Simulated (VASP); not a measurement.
# WC in VASP: notebook, part 2 of 2

VASP 6.6.1.

## 4. Single point, r2SCAN

File POSCAR:

```
WC
1.0
   -0.0146178933      2.1853750533      2.1853750533
    2.1853750533     -0.0146178933      2.1853750533
    2.1853750533      2.1853750533     -0.0146178933
W C
1 1
Direct
    0.0000000000      0.0000000000      0.0000000000
    0.5000000000      0.5000000000      0.5000000000
```

File INCAR.step1:

```
PREC = Accurate
ENCUT = 520
ISMEAR = -1
SIGMA = 0.1
LREAL = F
LASPH = T
NELM = 60
NBANDS = 16
GGA = PE
ALGO = Normal
EDIFF = 1E-4
LWAVE = T
LCHARG = F
```

File INCAR.step2:

```
PREC = Accurate
ENCUT = 520
EDIFF = 1E-6
ISMEAR = -1
SIGMA = 0.1
LREAL = F
LASPH = T
NELM = 60
ALGO = Normal
ISIF = 2
LWAVE = F
LCHARG = T
METAGGA = R2SCAN
LMIXTAU = T
LELF = T
LVHAR = T
NBANDS = 16
ISTART = 1
```

File KPOINTS:

```
regular mesh
0
Gamma
  14 14 14
```

Potentials or basis: VASP PAW PBE potentials, release 64 (W_sv, C).

Started as:

```
$ cat potpaw_PBE.64/W_sv/POTCAR potpaw_PBE.64/C/POTCAR > POTCAR
$ cp INCAR.step1 INCAR
$ mpirun -np 1 vasp_std > vasp.out
$ cp INCAR.step2 INCAR
$ mpirun -np 1 vasp_std > vasp.out
```

OUTCAR:

```text
PREC = Accurate
   ENCUT = 520
   EDIFF = 1E-6
   ISMEAR = -1
   LREAL = F
   LASPH = T
   NELM = 60
   ISIF = 2
   METAGGA = R2SCAN
   ISTART = 1

 ion  position               nearest neighbor table
   1  0.000  0.000  0.000-   2 2.19   2 2.19   2 2.19   2 2.19   2 2.19   2 2.19
   2  0.500  0.500  0.500-   1 2.19   1 2.19   1 2.19   1 2.19   1 2.19   1 2.19

  LATTYP: Found a trigonal (rhomboedric) cell.
 ALAT       =     3.0906216090
 COS(alpha) =     0.4933000011

  Lattice vectors:

 A1 = (  -0.0146178933,   2.1853750533,   2.1853750533)
 A2 = (   2.1853750533,  -0.0146178933,   2.1853750533)
 A3 = (   2.1853750533,   2.1853750533,  -0.0146178933)

Analysis of symmetry for initial positions (statically):
=====================================================================
 Subroutine PRICEL returns:
 Original cell was already a primitive cell.

 Routine SETGRP: Setting up the symmetry group for a
 trigonal (rhombohedral) supercell.

 Subroutine GETGRP returns: Found 12 space group operations
 (whereof 12 operations were pure point group operations)
 out of a pool of 12 trial point group operations.

The static configuration has the point symmetry D_3d.

[... 159 lines left out ...]
 E-fermi :  12.4034     XC(G=0): -14.8513

 val. band max:       12.4012683033   @ k =  -0.1429   0.0714   0.0000
 cond. band min:      12.4048010487   @ k =  -0.3571   0.3571   0.2857
 fundamental gap:      0.0035327454
 Fermi energy:        12.4034493783

 k-point     1 :       0.0000    0.0000    0.0000
  band No.  band energies     occupation
      1     -65.0559      2.00000
      2     -28.3957      2.00000
      3     -28.3957      2.00000
      4     -28.3810      2.00000
      5      -4.3039      2.00000
      6       9.5149      2.00000
[... 433 lines left out ...]
      3     -28.4672      2.00000
      4     -28.4616      2.00000
      5      -2.4903      2.00000
      6       5.2629      2.00000
[... 8 lines left out ...]
     15      26.0036      0.00000
     16      28.3894      0.00000

 [... further k-points ...]

------------------------ aborting loop because EDIFF is reached ----------------------------------------

  FORCE on cell =-STRESS in cart. coord.  units (eV):
  Direction    XX          YY          ZZ          XY          YZ          ZX
  --------------------------------------------------------------------------------------
  -------------------------------------------------------------------------------------
  Total       -0.4520155     -0.4520155     -0.4520155      0.0898330      0.0898330      0.0898330
  in kB      -34.3494904    -34.3494904    -34.3494904      6.8265712      6.8265712      6.8265712
  external PRESSURE =     -34.3494904 kB  Pullay stress =       0.0000000 kB

 VOLUME and BASIS-vectors are now :
 -----------------------------------------------------------------------------
  energy-cutoff  :      520.00
  volume of cell :       21.08
      direct lattice vectors                 reciprocal lattice vectors
    -0.014617893  2.185375053  2.185375053    -0.226510793  0.228036119  0.228036119
     2.185375053 -0.014617893  2.185375053     0.228036119 -0.226510793  0.228036119
     2.185375053  2.185375053 -0.014617893     0.228036119  0.228036119 -0.226510793

 POSITION                                       TOTAL-FORCE (eV/Angst)
 -----------------------------------------------------------------------------------
      0.00000      0.00000      0.00000         0.000000      0.000000      0.000000
      2.17807      2.17807      2.17807         0.000000     -0.000000     -0.000000
 -----------------------------------------------------------------------------------
    total drift:                                0.000000     -0.000000     -0.000000

  FREE ENERGIE OF THE ION-ELECTRON SYSTEM (eV)
  ---------------------------------------------------
  free  energy   TOTEN  =       -60.6349847240 eV

  energy  without entropy=      -60.6009435566  energy(sigma->0) =      -60.61796414
```

OUTCAR.step1:

```text
PREC = Accurate
   ENCUT = 520
   ISMEAR = -1
   LREAL = F
   LASPH = T
   NELM = 60
[... 675 lines left out ...]
 -----------------------------------------------------------------------------------
      0.00000      0.00000      0.00000        -0.000000      0.000000     -0.000000
      2.17807      2.17807      2.17807         0.000000     -0.000000      0.000000
 -----------------------------------------------------------------------------------
    total drift:                                0.000000     -0.000000     -0.000000

  FREE ENERGIE OF THE ION-ELECTRON SYSTEM (eV)
  ---------------------------------------------------
  free  energy   TOTEN  =       -21.5685856188 eV

  energy  without entropy=      -21.5335746670  energy(sigma->0) =      -21.55108014
```

Run time: 3.4 min. Hardware: 1 thread of Intel Xeon Platinum 8259CL at 2.50GHz (Skylake/Cascade Lake), shared host; peak memory 0.22 GiB.

Results:

```yaml
Free_energy: -60.6350 eV
Pressure: -3.4 GPa
Band_gap_on_the_k_mesh: zero (band 9 reaches 13.55 eV, above the bottom of band 10 at 10.18 eV)
```

Levels at points of the mesh, in eV from the Fermi level:
```csv
k point,band 6,band 7,band 8,band 9,band 10,band 11,band 12,band 13
"(0.00, 0.00, 0.00)",-2.89,-2.89,-2.74,-1.18,-1.18,-1.10,-1.02,-1.02
"(0.50, 0.00, 0.00)",-10.20,-6.97,-6.85,1.01,1.14,2.49,5.39,9.12
"(0.50, 0.50, 0.00)",-5.90,-5.88,-2.74,-2.65,0.85,2.34,2.35,5.71
"(0.50, 0.50, 0.50)",-10.17,-7.00,-7.00,1.15,1.15,2.55,5.29,9.25
```

Caveat: the PAW data sets were made with another functional, which shifts forces and pressure a little; spin-orbit coupling is left out, which moves the levels of the heavy elements.

## 5. Single point, r2SCAN

File POSCAR:

```
WC
1.0
   -0.0073089467      2.1890295267      2.1890295267
    2.1890295267     -0.0073089467      2.1890295267
    2.1890295267      2.1890295267     -0.0073089467
W C
1 1
Direct
    0.0000000000      0.0000000000      0.0000000000
    0.5000000000      0.5000000000      0.5000000000
```

File INCAR.step1:

```
PREC     = Accurate       # precision mode
ENCUT    = 520            # plane-wave cutoff, eV
ISMEAR   = -1             # smearing method
SIGMA    = 0.1            # smearing width, eV
LREAL    = F              # projectors in reciprocal space
LASPH    = T              # aspherical terms in the spheres
NELM     = 80             # most SCF steps
NBANDS   = 16             # bands
GGA      = PE             # functional
ALGO     = Normal         # electronic algorithm
EDIFF    = 1E-4           # SCF threshold, eV
LWAVE    = T              # write WAVECAR
LCHARG   = F              # write CHGCAR
```

File INCAR.step2:

```
PREC     = Accurate       # precision mode
ENCUT    = 520            # plane-wave cutoff, eV
EDIFF    = 1E-6           # SCF threshold, eV
ISMEAR   = -1             # smearing method
SIGMA    = 0.1            # smearing width, eV
LREAL    = F              # projectors in reciprocal space
LASPH    = T              # aspherical terms in the spheres
NELM     = 80             # most SCF steps
ALGO     = Normal         # electronic algorithm
ISIF     = 2              # what is computed and relaxed
LWAVE    = F              # write WAVECAR
LCHARG   = F              # write CHGCAR
METAGGA  = R2SCAN         # meta-GGA
LMIXTAU  = T            
NBANDS   = 16             # bands
ISTART   = 1
```

KPOINTS is that of step 4.

Started as:

```
$ cat potpaw_PBE.64/W_sv/POTCAR potpaw_PBE.64/C/POTCAR > POTCAR
$ cp INCAR.step1 INCAR
$ mpirun -np 1 vasp_std > vasp.out
$ cp INCAR.step2 INCAR
$ mpirun -np 1 vasp_std > vasp.out
```

It took 3.2 min on 1 thread of Intel Xeon Platinum 8259CL at 2.50GHz (Skylake/Cascade Lake), shared host; peak memory 0.22 GiB.

It converged, with:

```yaml
Free_energy: -60.6356 eV
Pressure: -3.4 GPa
Band_gap_on_the_k_mesh: zero (band 9 reaches 13.52 eV, above the bottom of band 10 at 10.20 eV)
```

Stress tensor (GPa, compression positive):
```
-3.44  0.34  0.34
 0.34 -3.44  0.34
 0.34  0.34 -3.44
```

Levels at points of the mesh, in eV from the Fermi level:
```tsv
k point	band 7	band 8	band 9	band 10	band 11	band 12
(0.00, 0.00, 0.00)	-2.86	-2.79	-1.17	-1.17	-1.13	-1.02
(0.50, 0.00, 0.00)	-6.95	-6.89	1.05	1.12	2.49	5.37
(0.50, 0.50, 0.00)	-5.88	-2.72	-2.68	0.85	2.34	2.34
(0.50, 0.50, 0.50)	-6.97	-6.97	1.12	1.12	2.52	5.32
```

Caveat: the PAW data sets were made with another functional, which shifts forces and pressure a little; spin-orbit coupling is left out, which moves the levels of the heavy elements.

## 6. Single point, r2SCAN

File POSCAR:

```
WC
1.0
    0.0073089467      2.1963384733      2.1963384733
    2.1963384733      0.0073089467      2.1963384733
    2.1963384733      2.1963384733      0.0073089467
W C
1 1
Direct
    0.0000000000      0.0000000000      0.0000000000
    0.5000000000      0.5000000000      0.5000000000
```

File INCAR.step1:

```
SYSTEM = WC
PREC = Accurate
ENCUT = 520
ISMEAR = -1
SIGMA = 0.1
LREAL = .FALSE.
LASPH = .TRUE.
NELM = 60
NBANDS = 16
GGA = PE
ALGO = Normal
EDIFF = 1E-4
LWAVE = .TRUE.
LCHARG = .FALSE.
```

File INCAR.step2:

```
SYSTEM = WC
PREC = Accurate
ENCUT = 520
EDIFF = 1E-6
ISMEAR = -1
SIGMA = 0.1
LREAL = .FALSE.
LASPH = .TRUE.
NELM = 60
ALGO = Normal
ISIF = 2
LWAVE = .FALSE.
LCHARG = .FALSE.
METAGGA = R2SCAN
LMIXTAU = .TRUE.
NBANDS = 16
ISTART = 1
```

File KPOINTS:

```
regular mesh
0
G
  14 14 14
  0 0 0
```

Potentials or basis: VASP PAW PBE potentials, release 64 (W_sv, C).

Started as:

```
$ cat potpaw_PBE.64/W_sv/POTCAR potpaw_PBE.64/C/POTCAR > POTCAR
$ cp INCAR.step1 INCAR
$ mpirun -np 1 vasp_std > vasp.out
$ cp INCAR.step2 INCAR
$ mpirun -np 1 vasp_std > vasp.out
```

It took 3.4 min on 1 thread of Intel Xeon Platinum 8259CL at 2.50GHz (Skylake/Cascade Lake), shared host; peak memory 0.22 GiB.

Results (log left out):

- Free energy: -60.6356 eV
- Pressure: -3.4 GPa
- Band gap on the k mesh: zero (band 9 reaches 13.47 eV, above the bottom of band 10 at 10.23 eV)

Stress tensor (GPa, compression positive):
```
-3.44 -0.33 -0.33
-0.33 -3.44 -0.33
-0.33 -0.33 -3.44
```

Levels at points of the mesh, in eV from the Fermi level:
```
           k point  band 5  band 6  band 7  band 8  band 9  band 10  band 11  band 12  band 13  band 14
(0.00, 0.00, 0.00)  -16.71   -2.89   -2.82   -2.82   -1.19    -1.14    -1.14    -1.02    -1.02     7.03
(0.50, 0.00, 0.00)  -12.05  -10.19   -6.97   -6.91    1.07     1.14     2.51     5.35     9.18     9.21
(0.50, 0.50, 0.00)  -14.50   -5.90   -5.88   -2.72   -2.68     0.85     2.34     2.34     5.71     7.68
(0.50, 0.50, 0.50)  -12.09  -10.20   -6.90   -6.90    1.07     1.07     2.46     5.40     9.15     9.15
```

Caveat: the PAW data sets were made with another functional, which shifts forces and pressure a little; spin-orbit coupling is left out, which moves the levels of the heavy elements.

## 7. The runs side by side

```tsv
cell	gap on the mesh (eV)	pressure (GPa)
a = 3.101 Å, angles 60.0°, 2 atoms	none	-3.5
a = 3.085 Å, angles 60.7°, 2 atoms	none	-3.4
a = 3.091 Å, angles 60.4°, 2 atoms	none	-3.4
a = 3.096 Å, angles 60.2°, 2 atoms	none	-3.4
a = 3.106 Å, angles 59.8°, 2 atoms	none	-3.4
```

Alike in all rows: task single point; level r2SCAN; potentials or basis VASP PAW PBE potentials, release 64 (W_sv, C); no spin polarisation; k mesh 14 × 14 × 14; cutoff (eV) 520; smearing fermi-dirac 0.1 eV.

Caveats: the PAW data sets were made with another functional, which shifts forces and pressure a little; spin-orbit coupling is left out, which moves the levels of the heavy elements.

Total energies depend on the potentials used, so only differences within one code and one set of settings carry meaning.
